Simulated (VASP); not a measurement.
# TlCl (Pm-3m) in VASP: notebook

TlCl is run at these levels: BLYP, RPBE, LDA; tasks: single point.

Everything below comes from runs of VASP 6.6.1. Logs are shortened: lines on timing, memory, paths and dates and some standing lists are left out, and cuts for length are marked.

## Step 1: The cell of the first run

The structure is cubic, space group Pm-3m (No. 221). The conventional cell has a = 3.834 Å, b = 3.834 Å, c = 3.834 Å, α = 90.00°, β = 90.00°, γ = 90.00°. Tl (site symmetry m-3m) has 8 Cl at 3.32 Å and 6 Tl at 3.83 Å within 4.4 Å. Cl (site symmetry m-3m) has 8 Tl at 3.32 Å and 6 Cl at 3.83 Å within 4.4 Å.

## Step 2: Single point, BLYP

Input file INCAR:

```
PREC     = Accurate       # precision mode
ENCUT    = 500            # plane-wave cutoff, eV
EDIFF    = 1E-6           # SCF threshold, eV
ISMEAR   = 0              # smearing method
SIGMA    = 0.01           # smearing width, eV
LREAL    = F              # projectors in reciprocal space
LASPH    = T              # aspherical terms in the spheres
NELM     = 120            # most SCF steps
ALGO     = Normal         # electronic algorithm
ISIF     = 2              # what is computed and relaxed
LWAVE    = F              # write WAVECAR
LCHARG   = F              # write CHGCAR
GGA      = B5             # functional
ALDAX    = 1.0          
AGGAX    = 1.0          
AGGAC    = 1.0          
ALDAC    = 0.0          
NBANDS   = 17             # bands
GGA_COMPAT= F
```

Input file KPOINTS:

```
Automatic mesh
0
Gamma
  5 5 5
```

Input file POSCAR:

```
TlCl
1.0
    3.8340000000      0.0000000000      0.0000000000
    0.0000000000      3.8340000000      0.0000000000
    0.0000000000      0.0000000000      3.8340000000
Tl Cl
1 1
Direct
    0.0000000000      0.0000000000      0.0000000000
    0.5000000000      0.5000000000      0.5000000000
```

Potentials or basis: VASP PAW PBE potentials, release 64 (Tl_d, Cl).

On the command line:

```console
$ cat potpaw_PBE.64/Tl_d/POTCAR potpaw_PBE.64/Cl/POTCAR > POTCAR
$ mpirun -np 1 vasp_std > vasp.out
```

OUTCAR:

```text
PREC = Accurate
   ENCUT = 500
   EDIFF = 1E-6
   ISMEAR = 0
   LREAL = F
   LASPH = T
   NELM = 120
   ISIF = 2
   GGA = B5

 ion  position               nearest neighbor table
   1  0.000  0.000  0.000-   2 3.32   2 3.32   2 3.32   2 3.32   2 3.32   2 3.32   2 3.32   2 3.32

   2  0.500  0.500  0.500-   1 3.32   1 3.32   1 3.32   1 3.32   1 3.32   1 3.32   1 3.32   1 3.32

  LATTYP: Found a simple cubic cell.
 ALAT       =     3.8340000000

  Lattice vectors:

 A1 = (   3.8340000000,   0.0000000000,   0.0000000000)
 A2 = (   0.0000000000,   3.8340000000,   0.0000000000)
 A3 = (   0.0000000000,   0.0000000000,   3.8340000000)

Analysis of symmetry for initial positions (statically):
=====================================================================
 Subroutine PRICEL returns:
 Original cell was already a primitive cell.

 Routine SETGRP: Setting up the symmetry group for a
 simple cubic supercell.

 Subroutine GETGRP returns: Found 48 space group operations
 (whereof 48 operations were pure point group operations)
 out of a pool of 48 trial point group operations.

The static configuration has the point symmetry O_h .

Analysis of symmetry for dynamics (positions and initial velocities):
=====================================================================
 Subroutine PRICEL returns:
 Original cell was already a primitive cell.

 Routine SETGRP: Setting up the symmetry group for a
 simple cubic supercell.

 Subroutine GETGRP returns: Found 48 space group operations
 (whereof 48 operations were pure point group operations)
 out of a pool of 48 trial point group operations.

The dynamic configuration has the point symmetry O_h .

 Subroutine INISYM returns: Found 48 space group operations
 (whereof 48 operations are pure point group operations),
 and found     1 'primitive' translations

----------------------------------------------------------------------------------------

                                     Primitive cell

  volume of cell :      56.3581

  direct lattice vectors                    reciprocal lattice vectors
     3.834000000  0.000000000  0.000000000     0.260824204  0.000000000  0.000000000
     0.000000000  3.834000000  0.000000000     0.000000000  0.260824204  0.000000000
     0.000000000  0.000000000  3.834000000     0.000000000  0.000000000  0.260824204

  length of vectors
     3.834000000  3.834000000  3.834000000     0.260824204  0.260824204  0.260824204

  position of ions in fractional coordinates (direct lattice)
     0.000000000  0.000000000  0.000000000
     0.500000000  0.500000000  0.500000000

  ion indices of the primitive-cell ions
   primitive index   ion index
                 1           1
                 2           2

----------------------------------------------------------------------------------------

 KPOINTS: Automatic mesh

Automatic generation of k-mesh.
 Grid dimensions read from file:
 generate k-points for:    5    5    5

 Generating k-lattice:

  Cartesian coordinates                     Fractional coordinates (reciprocal lattice)
     0.052164841  0.000000000  0.000000000     0.200000000  0.000000000  0.000000000
     0.000000000  0.052164841  0.000000000     0.000000000  0.200000000  0.000000000
     0.000000000  0.000000000  0.052164841     0.000000000  0.000000000  0.200000000

  Length of vectors
     0.052164841  0.052164841  0.052164841

  Shift w.r.t. Gamma in fractional coordinates (k-lattice)
     0.000000000  0.000000000  0.000000000

 Subroutine IBZKPT returns following result:
 ===========================================

 Found     10 irreducible k-points:

 Following reciprocal coordinates:
            Coordinates               Weight
  0.000000  0.000000  0.000000      1.000000
  0.200000  0.000000  0.000000      6.000000
  0.400000  0.000000  0.000000      6.000000
  0.200000  0.200000  0.000000     12.000000
  0.400000  0.200000  0.000000     24.000000
  0.400000  0.400000  0.000000     12.000000
  0.200000  0.200000  0.200000      8.000000
  0.400000  0.200000  0.200000     24.000000
  0.400000  0.400000  0.200000     24.000000
  0.400000  0.400000  0.400000      8.000000
   k-points           NKPTS =     10   k-points in BZ     NKDIM =     10   number of bands    NBANDS=     17
   number of dos      NEDOS =    301   number of ions     NIONS =      2
   total plane-waves  NPLWV =  21952
   dimension x,y,z NGX =    28 NGY =   28 NGZ =   28
   dimension x,y,z NGXF=    56 NGYF=   56 NGZF=   56
   ions per type =               1   1
   NGX,Y,Z   is equivalent  to a cutoff of  12.14, 12.14, 12.14 a.u.
   NGXF,Y,Z  is equivalent  to a cutoff of  24.28, 24.28, 24.28 a.u.
 SYSTEM =  unknown system
   PREC   = accura    normal or accurate (medium, high low for compatibility)
   ISTART =      0    job   : 0-new  1-cont  2-samecut
   ICHARG =      2    charge: 1-file 2-atom 10-const
   ISPIN  =      1    spin polarized calculation?
   LNONCOLLINEAR =      F non collinear calculations
   LSORBIT =      F    spin-orbit coupling
   LASPH  =      T    aspherical Exc in radial PAW
   ENCUT  =  500.0 eV  36.75 Ry    6.06 a.u.   6.99  6.99  6.99*2*pi/ulx,y,z
   NELM   =    120;   NELMIN=  2; NELMDL= -5     # of ELM steps
   EDIFF  = 0.1E-05   stopping-criterion for ELM
   LREAL  =      F    real-space projection
   EDIFFG = 0.1E-04   stopping-criterion for IOM
   NSW    =      0    number of steps for IOM
   IBRION =     -1    ionic relax: 0-MD 1-quasi-New 2-CG
   NFREE  =      0    steps in history (QN), initial steepest desc. (CG)
   ISIF   =      2    stress and relaxation
   ISYM   =      2    0-nonsym 1-usesym 2-fastsym
   POTIM  = 0.5000    time-step for ionic-motion
   TEBEG  =    0.0;   TEEND  =   0.0 temperature during run
   PSTRESS=    0.0 pullay stress
   NELECT =      20.0000    total number of electrons
   NUPDOWN=      -1.0000    fix difference up-down
   EMIN   =  10.00;   EMAX   =-10.00  energy-range for DOS
   EFERMI =   0.00;   METHOD = LEGACY
   ISMEAR =     0;   SIGMA  =   0.01  broadening in eV -4-tet -1-fermi 0-gaus
   EFERMI_NEDOS =   21; number of points for ismear=-14 and -15
   IALGO  =     38    algorithm
   IMIX   =      4    mixing-type and parameters
     AMIX     =   0.40;   BMIX     =  1.00
     AMIX_MAG =   1.60;   BMIX_MAG =  1.00
  volume/ion in A,a.u.               =      28.18       190.16
  Fermi-wavevector in a.u.,A,eV,Ry     =   1.159043  2.190273 18.277790  1.343380
  Thomas-Fermi vector in A             =   2.295639
   LORBIT       =      0    0 simple, 1 ext, 2 COOP (PROOUT), +10 PAW based schemes
   GGA     = B5    functional components
   LHFCALC =     F    Hartree Fock is set to
   AEXX    =    0.0000 exact exchange contribution
   IVDW    =     0    specifies the selected vdW correction
   LEPSILON=     F    determine dielectric tensor
   LRPA    =     F    only Hartree local field effects (RPA)
 non-spin polarized calculation
 Gauss-broadening in eV      SIGMA  =   0.01
  energy-cutoff  :      500.00
  volume of cell :       56.36
 maximum number of plane-waves:      1438
 NGX is ok and might be reduce to    28
   NGX = 13   NGY = 13   NGZ = 13

 number of electron      19.9999993 magnetization

 Free energy of the ion-electron system (eV)
  ---------------------------------------------------
  ext. energy  EPLUGINS =         0.00000000
  ---------------------------------------------------
  free energy    TOTEN  =        -5.35966917 eV

  energy without entropy =       -5.35966917  energy(sigma->0) =       -5.35966917

 E-fermi :   2.7929     XC(G=0):  -8.6871

 val. band max:        2.7482399258   @ k =   0.4000   0.0000   0.0000
 cond. band min:       5.7364070300   @ k =   0.4000   0.0000   0.0000
 fundamental gap:      2.9881671042
 Fermi energy:         2.7929489488

 k-point     1 :       0.0000    0.0000    0.0000
  band No.  band energies     occupation
      1     -10.6667      2.00000
      2      -6.8570      2.00000
      3      -6.8570      2.00000
      4      -6.6123      2.00000
      5      -6.6123      2.00000
      6      -6.6123      2.00000
[... 9 lines left out ...]
     16      15.8176      0.00000
     17      17.2887      0.00000

 k-point     2 :       0.2000    0.0000    0.0000
  band No.  band energies     occupation
      1     -10.5842      2.00000
      2      -6.8521      2.00000
      3      -6.7960      2.00000
      4      -6.6407      2.00000
      5      -6.6407      2.00000
      6      -6.6098      2.00000
[... 9 lines left out ...]
     16      17.1050      0.00000
     17      17.1878      0.00000

 k-point     3 :       0.4000    0.0000    0.0000
  band No.  band energies     occupation
      1     -10.4424      2.00000
      2      -6.8442      2.00000
      3      -6.7031      2.00000
      4      -6.6857      2.00000
      5      -6.6857      2.00000
      6      -6.6055      2.00000
[... 9 lines left out ...]
     16      16.0266      0.00000
     17      17.2331      0.00000

 k-point     4 :       0.2000    0.2000    0.0000
  band No.  band energies     occupation
      1     -10.5164      2.00000
      2      -6.8210      2.00000
      3      -6.7577      2.00000
      4      -6.6548      2.00000
      5      -6.6400      2.00000
      6      -6.6326      2.00000
[... 9 lines left out ...]
     16      15.3363      0.00000
     17      15.8241      0.00000

 k-point     5 :       0.4000    0.2000    0.0000
  band No.  band energies     occupation
      1     -10.4020      2.00000
      2      -6.8046      2.00000
      3      -6.6786      2.00000
      4      -6.6742      2.00000
      5      -6.6642      2.00000
      6      -6.6290      2.00000
[... 9 lines left out ...]
     16      15.7166      0.00000
     17      16.5176      0.00000

 k-point     6 :       0.4000    0.4000    0.0000
  band No.  band energies     occupation
      1     -10.3358      2.00000
      2      -6.7688      2.00000
      3      -6.6681      2.00000
      4      -6.6654      2.00000
      5      -6.6466      2.00000
      6      -6.5777      2.00000
[... 9 lines left out ...]
     16      15.0744      0.00000
     17      15.5634      0.00000

 k-point     7 :       0.2000    0.2000    0.2000
  band No.  band energies     occupation
      1     -10.4562      2.00000
      2      -6.7538      2.00000
      3      -6.7538      2.00000
      4      -6.6651      2.00000
      5      -6.6651      2.00000
      6      -6.6343      2.00000
[... 9 lines left out ...]
     16      16.5561      0.00000
     17      16.9713      0.00000

 k-point     8 :       0.4000    0.2000    0.2000
  band No.  band energies     occupation
      1     -10.3551      2.00000
      2      -6.7465      2.00000
      3      -6.7175      2.00000
      4      -6.6678      2.00000
      5      -6.6432      2.00000
      6      -6.6414      2.00000
[... 9 lines left out ...]
     16      15.2420      0.00000
     17      17.4927      0.00000

 k-point     9 :       0.4000    0.4000    0.2000
  band No.  band energies     occupation
      1     -10.2770      2.00000
      2      -6.7257      2.00000
      3      -6.7075      2.00000
      4      -6.6929      2.00000
      5      -6.6595      2.00000
      6      -6.5753      2.00000
[... 9 lines left out ...]
     16      15.0112      0.00000
     17      17.9253      0.00000

 k-point    10 :       0.4000    0.4000    0.4000
  band No.  band energies     occupation
      1     -10.1772      2.00000
      2      -6.7728      2.00000
      3      -6.7728      2.00000
      4      -6.7293      2.00000
      5      -6.5721      2.00000
      6      -6.5721      2.00000
[... 9 lines left out ...]
     16      15.4846      0.00000
     17      20.0223      0.00000

------------------------ aborting loop because EDIFF is reached ----------------------------------------

  FORCE on cell =-STRESS in cart. coord.  units (eV):
  Direction    XX          YY          ZZ          XY          YZ          ZX
  --------------------------------------------------------------------------------------
  -------------------------------------------------------------------------------------
  Total        1.2459114      1.2459114      1.2459114     -0.0000000     -0.0000000     -0.0000000
  in kB       35.4194173     35.4194173     35.4194173     -0.0000000     -0.0000000     -0.0000000
  external PRESSURE =      35.4194173 kB  Pullay stress =       0.0000000 kB

 VOLUME and BASIS-vectors are now :
 -----------------------------------------------------------------------------
  energy-cutoff  :      500.00
  volume of cell :       56.36
      direct lattice vectors                 reciprocal lattice vectors
     3.834000000  0.000000000  0.000000000     0.260824204  0.000000000  0.000000000
     0.000000000  3.834000000  0.000000000     0.000000000  0.260824204  0.000000000
     0.000000000  0.000000000  3.834000000     0.000000000  0.000000000  0.260824204

 POSITION                                       TOTAL-FORCE (eV/Angst)
 -----------------------------------------------------------------------------------
      0.00000      0.00000      0.00000         0.000000      0.000000      0.000000
      1.91700      1.91700      1.91700         0.000000      0.000000      0.000000
 -----------------------------------------------------------------------------------
    total drift:                               -0.000000      0.000000      0.000000

  FREE ENERGIE OF THE ION-ELECTRON SYSTEM (eV)
  ---------------------------------------------------
  free  energy   TOTEN  =        -5.3596691693 eV

  energy  without entropy=       -5.3596691693  energy(sigma->0) =       -5.35966917
```

It took 12 s on 1 thread of Intel Xeon 6975P-C, shared host; peak memory 0.15 GiB.

What came out:

```yaml
Free_energy: -5.3597 eV
Pressure: 3.5 GPa
Band_gap_on_the_k_mesh: 2.99 eV, direct
```

Caveat: the PAW data sets were made with another functional, which shifts forces and pressure a little; spin-orbit coupling is left out, which moves the levels of the heavy elements. A k mesh can miss the band edges.

## Step 3: Single point, RPBE

Input file INCAR:

```
SYSTEM = TlCl
PREC = Accurate
ENCUT = 500
EDIFF = 1E-6
ISMEAR = 0
SIGMA = 0.01
LREAL = .FALSE.
LASPH = .TRUE.
NELM = 120
ALGO = Normal
ISIF = 2
LWAVE = .FALSE.
LCHARG = .FALSE.
GGA = RP
NBANDS = 17
GGA_COMPAT = .FALSE.
```

Input file KPOINTS:

```
regular mesh
0
G
  5 5 5
  0 0 0
```

POSCAR is that of step 2.

Potentials or basis: VASP PAW PBE potentials, release 64 (Tl_d, Cl).

On the command line:

```console
$ cat potpaw_PBE.64/Tl_d/POTCAR potpaw_PBE.64/Cl/POTCAR > POTCAR
$ mpirun -np 1 vasp_std > vasp.out
```

Run time: 7.3 s. Hardware: 1 thread of Intel Xeon 6975P-C, shared host; peak memory 0.15 GiB.

It converged, with:

* Free energy: -5.4256 eV
* Pressure: 3.4 GPa
* Band gap on the k mesh: 3.04 eV, direct

Levels at points of the mesh, in eV from the valence-band top:
```tsv
k point	band 6	band 7	band 8	band 9	band 10	band 11	band 12	band 13	band 14	band 15
(0.00, 0.00, 0.00)	-9.46	-4.19	-1.23	-1.23	-1.23	8.20	8.20	8.20	8.29	8.29
```

Caveat: the PAW data sets were made with another functional, which shifts forces and pressure a little; spin-orbit coupling is left out, which moves the levels of the heavy elements. A k mesh can miss the band edges.

## Step 4: Single point, LDA

Changes to INCAR since step 3:

```diff
@@ -13,3 +13,3 @@
 LCHARG = .FALSE.
-GGA = RP
+GGA = CA
 NBANDS = 17
```

Input file KPOINTS:

```
Automatic mesh
0
G
  5 5 5
  0 0 0
```

POSCAR is that of step 3.

Potentials or basis: VASP PAW LDA potentials, release 64 (Tl_d, Cl).

On the command line:

```console
$ cat potpaw_LDA.64/Tl_d/POTCAR potpaw_LDA.64/Cl/POTCAR > POTCAR
$ mpirun -np 1 vasp_std > vasp.out
```

Run time: 6 s. Hardware: 1 thread of Intel Xeon 6975P-C, shared host; peak memory 0.14 GiB.

Results (log left out):

```
Free energy            : -6.9439 eV
Pressure               : -3.2 GPa
Band gap on the k mesh : 2.73 eV, direct
```

Levels at points of the mesh, in eV from the valence-band top:
```csv
k point,band 8,band 9,band 10,band 11,band 12,band 13
"(0.00, 0.00, 0.00)",-1.21,-1.21,-1.21,7.94,7.94,7.97
```

Caveat: spin-orbit coupling is left out, which moves the levels of the heavy elements. Expect the measured gap to be larger: semilocal functionals such as LDA lack the derivative discontinuity.

## Step 5: Overview

| level | potentials or basis | gap on the mesh (eV) | pressure (GPa) |
| --- | --- | --- | --- |
| BLYP | VASP PAW PBE potentials, release 64 (Tl_d, Cl) | 2.99 | 3.5 |
| RPBE | VASP PAW PBE potentials, release 64 (Tl_d, Cl) | 3.04 | 3.4 |
| LDA | VASP PAW LDA potentials, release 64 (Tl_d, Cl) | 2.73 | -3.2 |

Alike in all rows: task single point; no spin polarisation; cell as given; k mesh 5 × 5 × 5; cutoff (eV) 500; smearing gaussian 0.01 eV.

Caveats: spin-orbit coupling is left out, which moves the levels of the heavy elements; the PAW data sets were made with another functional, which shifts forces and pressure a little (some runs).

Total energies depend on the potentials used, so only differences within one code and one set of settings carry meaning.
